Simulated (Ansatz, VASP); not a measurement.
**One calculation of MnF2, two programs**

```
Mn F
1.0
     4.87898    0.00000    0.00000
     0.00000    4.87898    0.00000
     0.00000    0.00000    2.70583
Mn F
2 4
Direct
  0.00000 0.00000 0.00000
  0.50000 0.50000 0.50000
  0.28775 0.28775 0.00000
  0.21225 0.78775 0.50000
  0.71225 0.71225 0.00000
  0.78775 0.21225 0.50000
```

Alike in both runs: functional PBE; k mesh 8 × 8 × 14; occupations gaussian, width 0.1 eV; no spin polarisation.

Ansatz relaxed the structure, and its values are those at the end. VASP's run is a single point on that final structure, the one shown.

|  | VASP | Ansatz |
| --- | --- | --- |
| version | VASP 6.6.1 | Ansatz 0.2.0 |
| potentials or method | VASP PAW PBE potentials, release 64 (Mn_pv, F), cutoff 520 eV | scalar-relativistic, plane waves, PAW |
| valence electrons in the cell | 54 | 58 |

Ansatz gave:

| Item | Value |
| --- | --- |
| gap on the k mesh at the Fermi level (eV) | none |
| pressure (GPa) | 0.0 |
| rms of the force components (eV/Å) | 0.000 |

Task: Estimate VASP's values.

Result: gap on the k mesh at the Fermi level (eV): none; pressure (GPa): 0.5; rms of the force components (eV/Å): 0.013.

A gap of «none» marks a metal or a gap that the smearing closes. With one functional, cell and mesh, what is left measures potentials, basis and numerics. VASP's potentials hold 54 valence electrons a cell and Ansatz's 58, so a difference there can come from the potentials and not from the codes.
